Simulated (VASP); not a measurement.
# Cu (Fm-3m) in VASP: further runs

The runs below take Cu through single point, with PBEsol+D3(BJ), RPBE+D3(BJ).

Everything below comes from runs of VASP 6.6.1. Logs are shortened: lines on timing, memory, paths and dates and some standing lists are left out, and cuts for length are marked.

### Step 1. The cell of the first run

Symmetry: Fm-3m, No. 225, cubic system. Conventional cell: a = 3.566 Å, b = 3.566 Å, c = 3.566 Å, α = 90.00°, β = 90.00°, γ = 90.00°. Cu (site symmetry m-3m) has 12 Cu at 2.52 Å within 3.3 Å.

### Step 2. Single point, PBEsol+D3(BJ)

Contents of INCAR:

```
  PREC = Accurate
  ENCUT = 600
  EDIFF = 1E-6
  ISMEAR = -1
  SIGMA = 0.05
  LREAL = F
  LASPH = T
  NELM = 120
  ALGO = Normal
  ISIF = 2
  LWAVE = F
  LCHARG = F
  GGA = PS
  IVDW = 12
  NBANDS = 12
  GGA_COMPAT = F
```

Contents of KPOINTS:

```
regular mesh
0
Gamma
  13 13 13
```

Contents of POSCAR:

```
Cu
1.0
    0.0000000000      1.7830713297      1.7830713297
    1.7830713297      0.0000000000      1.7830713297
    1.7830713297      1.7830713297      0.0000000000
Cu
1
Direct
    0.0000000000      0.0000000000      0.0000000000
```

Potentials or basis: VASP PAW PBE potentials, release 64 (Cu).

The run is started by

```bash
$ cat potpaw_PBE.64/Cu/POTCAR > POTCAR
$ mpirun -np 1 vasp_std > vasp.out
```

OUTCAR:

```text
PREC = Accurate
   ENCUT = 600
   EDIFF = 1E-6
   ISMEAR = -1
   LREAL = F
   LASPH = T
   NELM = 120
   ISIF = 2
   GGA = PS
   IVDW = 12
 IVDW          = 12

 ion  position               nearest neighbor table
   1  0.000  0.000  0.000-

  LATTYP: Found a face centered cubic cell.
 ALAT       =     3.5661426594

  Lattice vectors:

 A1 = (   0.0000000000,   1.7830713297,   1.7830713297)
 A2 = (   1.7830713297,   0.0000000000,   1.7830713297)
 A3 = (   1.7830713297,   1.7830713297,   0.0000000000)

Analysis of symmetry for initial positions (statically):
=====================================================================
 Subroutine PRICEL returns:
 Original cell was already a primitive cell.

 Routine SETGRP: Setting up the symmetry group for a
 face centered cubic supercell.

 Subroutine GETGRP returns: Found 48 space group operations
[... 9 lines left out ...]

 Routine SETGRP: Setting up the symmetry group for a
 face centered cubic supercell.

 Subroutine GETGRP returns: Found 48 space group operations
[... 11 lines left out ...]
                                     Primitive cell

  volume of cell :      11.3380

  direct lattice vectors                    reciprocal lattice vectors
     0.000000000  1.783071330  1.783071330    -0.280415030  0.280415030  0.280415030
     1.783071330  0.000000000  1.783071330     0.280415030 -0.280415030  0.280415030
     1.783071330  1.783071330  0.000000000     0.280415030  0.280415030 -0.280415030

  length of vectors
     2.521643657  2.521643657  2.521643657     0.485693079  0.485693079  0.485693079

  position of ions in fractional coordinates (direct lattice)
     0.000000000  0.000000000  0.000000000

  ion indices of the primitive-cell ions
   primitive index   ion index
                 1           1

----------------------------------------------------------------------------------------

 KPOINTS: regular mesh

Automatic generation of k-mesh.
 Grid dimensions read from file:
 generate k-points for:   13   13   13

 Generating k-lattice:

  Cartesian coordinates                     Fractional coordinates (reciprocal lattice)
    -0.021570387  0.021570387  0.021570387     0.076923077  0.000000000  0.000000000
     0.021570387 -0.021570387  0.021570387     0.000000000  0.076923077  0.000000000
     0.021570387  0.021570387 -0.021570387     0.000000000  0.000000000  0.076923077

  Length of vectors
     0.037361006  0.037361006  0.037361006

  Shift w.r.t. Gamma in fractional coordinates (k-lattice)
     0.000000000  0.000000000  0.000000000

 Subroutine IBZKPT returns following result:
 ===========================================

 Found     84 irreducible k-points:

 Following reciprocal coordinates:
            Coordinates               Weight
  0.000000  0.000000  0.000000      1.000000
  0.076923  0.000000  0.000000      8.000000
  0.153846  0.000000  0.000000      8.000000
  0.230769  0.000000  0.000000      8.000000
  0.307692  0.000000  0.000000      8.000000
  0.384615  0.000000  0.000000      8.000000
[... 16 lines left out ...]
  0.384615  0.153846  0.000000     24.000000
  0.461538  0.153846  0.000000     24.000000
 [... further k-points ...]
   k-points           NKPTS =     84   k-points in BZ     NKDIM =     84   number of bands    NBANDS=     12
   number of dos      NEDOS =    301   number of ions     NIONS =      1
   total plane-waves  NPLWV =   8000
   dimension x,y,z NGX =    20 NGY =   20 NGZ =   20
   dimension x,y,z NGXF=    40 NGYF=   40 NGZF=   40
   ions per type =               1
   NGX,Y,Z   is equivalent  to a cutoff of  13.19, 13.19, 13.19 a.u.
   NGXF,Y,Z  is equivalent  to a cutoff of  26.37, 26.37, 26.37 a.u.
 SYSTEM =  unknown system
   PREC   = accura    normal or accurate (medium, high low for compatibility)
   ISTART =      0    job   : 0-new  1-cont  2-samecut
   ICHARG =      2    charge: 1-file 2-atom 10-const
   ISPIN  =      1    spin polarized calculation?
   LNONCOLLINEAR =      F non collinear calculations
   LSORBIT =      F    spin-orbit coupling
   LASPH  =      T    aspherical Exc in radial PAW
   ENCUT  =  600.0 eV  44.10 Ry    6.64 a.u.   5.04  5.04  5.04*2*pi/ulx,y,z
   NELM   =    120;   NELMIN=  2; NELMDL= -5     # of ELM steps
   EDIFF  = 0.1E-05   stopping-criterion for ELM
   LREAL  =      F    real-space projection
   EDIFFG = 0.1E-04   stopping-criterion for IOM
   NSW    =      0    number of steps for IOM
   IBRION =     -1    ionic relax: 0-MD 1-quasi-New 2-CG
   NFREE  =      0    steps in history (QN), initial steepest desc. (CG)
   ISIF   =      2    stress and relaxation
   ISYM   =      2    0-nonsym 1-usesym 2-fastsym
   POTIM  = 0.5000    time-step for ionic-motion
   TEBEG  =    0.0;   TEEND  =   0.0 temperature during run
   PSTRESS=    0.0 pullay stress
   NELECT =      11.0000    total number of electrons
   NUPDOWN=      -1.0000    fix difference up-down
   EMIN   =  10.00;   EMAX   =-10.00  energy-range for DOS
   EFERMI =   0.00;   METHOD = LEGACY
   ISMEAR =    -1;   SIGMA  =   0.05  broadening in eV -4-tet -1-fermi 0-gaus
   EFERMI_NEDOS =   21; number of points for ismear=-14 and -15
   IALGO  =     38    algorithm
   IMIX   =      4    mixing-type and parameters
     AMIX     =   0.40;   BMIX     =  1.00
     AMIX_MAG =   1.60;   BMIX_MAG =  1.00
  volume/ion in A,a.u.               =      11.34        76.51
  Fermi-wavevector in a.u.,A,eV,Ry     =   1.620667  3.062616 35.736521  2.626560
  Thomas-Fermi vector in A             =   2.714568
   LORBIT       =      0    0 simple, 1 ext, 2 COOP (PROOUT), +10 PAW based schemes
   GGA     = PS    functional components
   LHFCALC =     F    Hartree Fock is set to
   AEXX    =    0.0000 exact exchange contribution
   IVDW    =    12    specifies the selected vdW correction
   LEPSILON=     F    determine dielectric tensor
   LRPA    =     F    only Hartree local field effects (RPA)
 non-spin polarized calculation
  energy-cutoff  :      600.00
  volume of cell :       11.34
 maximum number of plane-waves:       388
   NGX =  9   NGY =  9   NGZ =  9

 number of electron      11.0000013 magnetization

 Free energy of the ion-electron system (eV)
  ---------------------------------------------------
  ext. energy  EPLUGINS =         0.00000000
  ---------------------------------------------------
  free energy    TOTEN  =        -4.31106437 eV

  energy without entropy =       -4.30835179  energy(sigma->0) =       -4.30970808

 E-fermi :   8.0885     XC(G=0): -13.1483

 val. band max:        7.9043465570   @ k =   0.4615   0.2308   0.0000
 cond. band min:       8.1041218263   @ k =   0.4615   0.3077   0.0000
 fundamental gap:      0.1997752693
 Fermi energy:         8.0884977428

 k-point     1 :       0.0000    0.0000    0.0000
  band No.  band energies     occupation
      1      -1.7899      2.00000
      2       4.7560      2.00000
      3       4.7560      2.00000
      4       4.7560      2.00000
      5       5.6419      2.00000
      6       5.6419      2.00000
      7      30.8246      0.00000
      8      33.7574      0.00000
      9      33.7574      0.00000
     10      33.7574      0.00000
     11      36.2726      0.00000
     12      36.2726      0.00000

 k-point     2 :       0.0769    0.0000    0.0000
  band No.  band energies     occupation
      1      -1.5683      2.00000
      2       4.7075      2.00000
      3       4.7985      2.00000
      4       4.7985      2.00000
      5       5.6254      2.00000
      6       5.6254      2.00000
      7      29.4778      0.00000
      8      31.9093      0.00000
      9      33.1341      0.00000
     10      33.1341      0.00000
     11      37.1932      0.00000
     12      37.1932      0.00000

 k-point     3 :       0.1538    0.0000    0.0000
  band No.  band energies     occupation
      1      -0.9192      2.00000
      2       4.5886      2.00000
      3       4.8905      2.00000
      4       4.8905      2.00000
      5       5.6094      2.00000
      6       5.6094      2.00000
      7      25.6233      0.00000
      8      31.3997      0.00000
      9      32.2061      0.00000
     10      32.2061      0.00000
     11      38.1133      0.00000
     12      38.5849      0.00000

 k-point     4 :       0.2308    0.0000    0.0000
  band No.  band energies     occupation
      1       0.0956      2.00000
      2       4.4847      2.00000
      3       4.9306      2.00000
      4       4.9306      2.00000
      5       5.6866      2.00000
      6       5.6866      2.00000
      7      21.6352      0.00000
      8      30.9042      0.00000
      9      31.4641      0.00000
     10      31.4641      0.00000
     11      37.5072      0.00000
     12      37.5072      0.00000

 k-point     5 :       0.3077    0.0000    0.0000
  band No.  band energies     occupation
      1       1.2927      2.00000
      2       4.5875      2.00000
      3       4.8729      2.00000
      4       4.8729      2.00000
      5       5.8826      2.00000
      6       5.8827      2.00000
      7      17.9181      0.00000
      8      30.2564      0.00000
      9      30.9628      0.00000
     10      30.9628      0.00000
     11      35.7285      0.00000
     12      35.7285      0.00000

 k-point     6 :       0.3846    0.0000    0.0000
  band No.  band energies     occupation
      1       2.2134      2.00000
      2       4.7862      2.00000
      3       4.7862      2.00000
      4       5.2879      2.00000
      5       6.0956      2.00000
      6       6.0956      2.00000
      7      14.6427      0.00000
      8      29.6747      0.00000
      9      30.6857      0.00000
     10      30.6857      0.00000
     11      34.3726      0.00000
     12      34.3726      0.00000

 k-point     7 :       0.4615    0.0000    0.0000
  band No.  band energies     occupation
      1       2.5532      2.00000
      2       4.7300      2.00000
      3       4.7300      2.00000
      4       6.2280      2.00000
      5       6.2280      2.00000
      6       6.4891      2.00000
      7      12.2627      0.00000
      8      29.3414      0.00000
      9      30.5812      0.00000
     10      30.5812      0.00000
     11      33.6352      0.00000
     12      33.6352      0.00000

 k-point     8 :       0.0769    0.0769    0.0000
  band No.  band energies     occupation
      1      -1.4947      2.00000
      2       4.6655      2.00000
      3       4.8283      2.00000
      4       4.8283      2.00000
      5       5.5603      2.00000
      6       5.6748      2.00000
      7      29.9957      0.00000
      8      31.5410      0.00000
      9      31.5410      0.00000
     10      32.6341      0.00000
     11      37.7327      0.00000
     12      38.5941      0.00000
[... 166 lines left out ...]
 k-point    20 :       0.1538    0.1538    0.0000
  band No.  band energies     occupation
      1      -0.6345      2.00000
      2       4.4181      2.00000
      3       5.0389      2.00000
      4       5.0389      2.00000
      5       5.3512      2.00000
      6       5.7663      2.00000
      7      28.6313      0.00000
      8      28.6450      0.00000
      9      28.6450      0.00000
     10      30.5553      0.00000
     11      35.0525      0.00000
     12      40.9627      0.00000

 k-point    21 :       0.2308    0.1538    0.0000
  band No.  band energies     occupation
      1       0.1113      2.00000
      2       4.2624      2.00000
      3       5.0535      2.00000
      4       5.1604      2.00000
      5       5.4000      2.00000
      6       5.8432      2.00000
      7      24.8306      0.00000
      8      27.4494      0.00000
      9      28.7599      0.00000
     10      30.6096      0.00000
     11      33.6018      0.00000
     12      40.9171      0.00000

 k-point    22 :       0.3077    0.1538    0.0000
  band No.  band energies     occupation
      1       1.1521      2.00000
      2       4.1493      2.00000
      3       4.8680      2.00000
      4       5.1897      2.00000
      5       5.7918      2.00000
      6       5.9918      2.00000
      7      20.9428      0.00000
      8      26.6783      0.00000
      9      27.8978      0.00000
     10      29.7327      0.00000
     11      35.2443      0.00000
     12      40.1434      0.00000

 k-point    23 :       0.3846    0.1538    0.0000
  band No.  band energies     occupation
      1       2.2229      2.00000
      2       4.1911      2.00000
      3       4.7016      2.00000
      4       5.1319      2.00000
      5       6.1653      2.00000
      6       6.4541      2.00000
      7      17.3360      0.00000
      8      26.3683      0.00000
      9      26.5461      0.00000
     10      29.0134      0.00000
     11      38.1194      0.00000
     12      39.4488      0.00000

 k-point    24 :       0.4615    0.1538    0.0000
  band No.  band energies     occupation
      1       2.8535      2.00000
      2       4.3662      2.00000
      3       4.7564      2.00000
      4       5.0519      2.00000
      5       6.2636      2.00000
      6       7.5651      1.99994
      7      14.1828      0.00000
      8      25.1562      0.00000
      9      26.5577      0.00000
     10      28.8031      0.00000
     11      38.7370      0.00000
     12      38.7958      0.00000

 [... further k-points ...]

------------------------ aborting loop because EDIFF is reached ----------------------------------------

 Edisp (eV)   -0.54618

 E8    (eV) :    -0.3564

  FORCE on cell =-STRESS in cart. coord.  units (eV):
  Direction    XX          YY          ZZ          XY          YZ          ZX
  --------------------------------------------------------------------------------------
  -------------------------------------------------------------------------------------
  Total      -0.52763    -0.52763    -0.52763     0.00000    -0.00000     0.00000
  in kB     -74.55923   -74.55923   -74.55923     0.00000    -0.00000     0.00000
  external pressure =      -74.56 kB  Pullay stress =        0.00 kB

 VOLUME and BASIS-vectors are now :
 -----------------------------------------------------------------------------
  energy-cutoff  :      600.00
  volume of cell :       11.34
      direct lattice vectors                 reciprocal lattice vectors
     0.000000000  1.783071330  1.783071330    -0.280415030  0.280415030  0.280415030
     1.783071330  0.000000000  1.783071330     0.280415030 -0.280415030  0.280415030
     1.783071330  1.783071330  0.000000000     0.280415030  0.280415030 -0.280415030

 POSITION                                       TOTAL-FORCE (eV/Angst)
 -----------------------------------------------------------------------------------
      0.00000      0.00000      0.00000        -0.000000      0.000000     -0.000000
 -----------------------------------------------------------------------------------
    total drift:                               -0.000000     -0.000000     -0.000000

  FREE ENERGIE OF THE ION-ELECTRON SYSTEM (eV)
  ---------------------------------------------------
  free  energy   TOTEN  =        -4.8572406102 eV

  energy  without entropy=       -4.8545280320  energy(sigma->0) =       -4.85588432
```

Run time: 7 s. Hardware: 1 thread of AMD EPYC 9R45 (Zen 5), shared host; peak memory 0.11 GiB.

What came out:

```yaml
Free_energy: -4.8572 eV
Pressure: -7.5 GPa
Dispersion_energy_per_atom: -0.546 eV
```

Caveat: the PAW data sets were made with another functional, which shifts forces and pressure a little; pairwise dispersion overbinds metals, which lowers pressure and volume.

### Step 3. Single point, RPBE+D3(BJ)

This run uses another cell than the first one, of 11.10 Å³/atom, 0.979 times its volume.

Contents of INCAR:

```
PREC = Accurate
ENCUT = 600
EDIFF = 1E-6
ISMEAR = -1
SIGMA = 0.05
LREAL = False
LASPH = True
NELM = 120
ALGO = Normal
ISIF = 2
LWAVE = False
LCHARG = True
GGA = RP
IVDW = 12
LELF = True
LVHAR = True
NBANDS = 12
GGA_COMPAT = False
```

KPOINTS is that of step 2.

Contents of POSCAR:

```
Cu
1.0
    0.0000000000      1.7706018915      1.7706018915
    1.7706018915      0.0000000000      1.7706018915
    1.7706018915      1.7706018915      0.0000000000
Cu
1
Direct
    0.0000000000      0.0000000000      0.0000000000
```

Potentials or basis: VASP PAW PBE potentials, release 64 (Cu).

The run is started by

```bash
$ cat potpaw_PBE.64/Cu/POTCAR > POTCAR
$ mpirun -np 1 vasp_std > vasp.out
```

Wall time 7.4 s (1 thread of AMD EPYC 9R45 (Zen 5), shared host); peak memory 0.11 GiB.

Results (log left out):

- Free energy: -6.2492 eV
- Pressure: -24.8 GPa
- Dispersion energy per atom: -3.061 eV

Levels at points of the mesh, in eV from the Fermi level:
| k point | band 3 | band 4 | band 5 | band 6 | band 7 | band 8 | band 9 | band 10 |
| --- | --- | --- | --- | --- | --- | --- | --- | --- |
| (0.00, 0.00, 0.00) | -3.42 | -3.42 | -2.52 | -2.52 | 22.84 | 26.06 | 26.06 | 26.06 |

Caveat: the PAW data sets were made with another functional, which shifts forces and pressure a little; pairwise dispersion overbinds metals, which lowers pressure and volume.
